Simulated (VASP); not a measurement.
Here is a VASP 6.6.1 calculation.

File INCAR:

```
SYSTEM = Si4F
PREC = Accurate
ENCUT = 520
EDIFF = 1E-6
ISMEAR = 0
SIGMA = 0.1
LREAL = .FALSE.
LASPH = .TRUE.
NELM = 100
ALGO = Normal
ISIF = 2
LWAVE = .FALSE.
LCHARG = .TRUE.
GGA = PE
LELF = .TRUE.
LVHAR = .TRUE.
NBANDS = 20
```

Contents of KPOINTS:

```
regular mesh
0
G
  6 6 6
  0 0 0
```

The input POSCAR:

```
Si4F
1.0
   -2.7457217210      2.7457217210      2.7457217210
    2.7457217210     -2.7457217210      2.7457217210
    2.7457217210      2.7457217210     -2.7457217210
Si F
4 1
Direct
    0.5000000000      0.5000000000      0.5000000000
    0.5000000000      0.0000000000      0.0000000000
    0.0000000000      0.0000000000      0.5000000000
    0.0000000000      0.5000000000      0.0000000000
    0.0000000000      0.0000000000      0.0000000000
```

Potentials or basis: VASP PAW PBE potentials, release 64 (Si, F).

Run with:

```console
$ cat potpaw_PBE.64/Si/POTCAR potpaw_PBE.64/F/POTCAR > POTCAR
$ mpirun -np 1 vasp_std > vasp.out
```

**Question.** What does it give for the band gap on the k mesh?

**Answer.** Zero (an odd number of electrons rules out a gap without spin polarisation).

**Question.** Estimate the pressure.

**Answer.** 0.0 GPa.

Caveat: an odd number of electrons without spin polarisation forces a metal; a magnetic or distorted state may lie lower.
